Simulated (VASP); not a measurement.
Here is a VASP 6.6.1 calculation.

The input POSCAR:

```
Au
1.0
    2.6571534921      0.0000000000      0.0000000000
   -1.3285767460      2.3011624259      0.0000000000
    0.0000000000      0.0000000000      5.8127555150
Au
2
Direct
    0.3333333333      0.6666666667      0.7500000000
    0.6666666667      0.3333333333      0.2500000000
```

The input INCAR.step1:

```
PREC = Accurate
ENCUT = 520
ISMEAR = 0
SIGMA = 0.15
LREAL = F
LASPH = T
NELM = 80
NBANDS = 18
GGA = PE
ALGO = Normal
EDIFF = 1E-4
LWAVE = T
LCHARG = F
```

The input INCAR.step2:

```
PREC = Accurate
ENCUT = 520
EDIFF = 1E-6
ISMEAR = 0
SIGMA = 0.15
LREAL = F
LASPH = T
NELM = 80
ALGO = Normal
ISIF = 2
LWAVE = F
LCHARG = F
METAGGA = R2SCAN
LMIXTAU = T
NBANDS = 18
ISTART = 1
```

Contents of KPOINTS:

```
regular mesh
0
Gamma
  24 24 12
```

Potentials or basis: VASP PAW PBE potentials, release 64 (Au).

Run with:

```bash
$ cat potpaw_PBE.64/Au/POTCAR > POTCAR
$ cp INCAR.step1 INCAR
$ mpirun -np 1 vasp_std > vasp.out
$ cp INCAR.step2 INCAR
$ mpirun -np 1 vasp_std > vasp.out
```

(1) What does it give for the pressure?

(2) Estimate the band gap on the k mesh.

## Answers

(1) 16.3 GPa.

(2) zero (bands 11 and 12 overlap by 8.23 eV).

Caveat: the cell stands under pressure; the PAW data sets were made with another functional, which shifts forces and pressure a little; spin-orbit coupling is left out, which moves the levels of the heavy elements.
